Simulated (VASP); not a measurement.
Input of a VASP 6.6.1 run:

The input INCAR:

```
SYSTEM = YPtC2N2
PREC = Accurate ; ENCUT = 520
EDIFF = 1E-7 ; ISMEAR = 0
SIGMA = 0.1 ; LREAL = .False.
LASPH = .True. ; NELM = 100
ALGO = Normal ; ISIF = 2
LWAVE = .False. ; LCHARG = .False.
GGA = PE ; NBANDS = 28
```

KPOINTS

```
regular mesh
0
Gamma
  6 6 2
  0 0 0
```

POSCAR

```
YPtC2N2
1.0
    3.7073693300      0.0000000000      0.0000000000
    1.4005319600      3.7650285000      0.0000000000
    0.0530271100      1.9582141900      8.6254083100
Y Pt C N
1 1 2 2
Direct
    0.5000000000      0.5000000000      0.5000000000
    0.0000000000      0.0000000000      0.0000000000
    0.8190485200      0.1809514800      0.1809514800
    0.1809514800      0.8190485200      0.8190485200
    0.7086086500      0.2913913500      0.2913913500
    0.2913913500      0.7086086500      0.7086086500
```

Potentials or basis: VASP PAW PBE potentials, release 64 (Y_sv, Pt, C, N).

Launch:

```console
$ cat potpaw_PBE.64/Y_sv/POTCAR potpaw_PBE.64/Pt/POTCAR potpaw_PBE.64/C/POTCAR potpaw_PBE.64/N/POTCAR > POTCAR
$ mpirun -np 1 vasp_std > vasp.out
```

(1) Predict the band gap on the k mesh.

(2) What does it give for the largest force?

(3) Predict the pressure.

## Answers

(1) zero (an odd number of electrons rules out a gap without spin polarisation).

(2) 2.679 eV/Å.

(3) 3.2 GPa.

Caveat: the k points lie up to 0.36 Å⁻¹ apart, too coarse for converged energies and pressures of a metal; spin-orbit coupling is left out, which moves the levels of the heavy elements; forces of over 1 eV/Å act on the atoms, so gaps and moduli don't describe the material at rest.
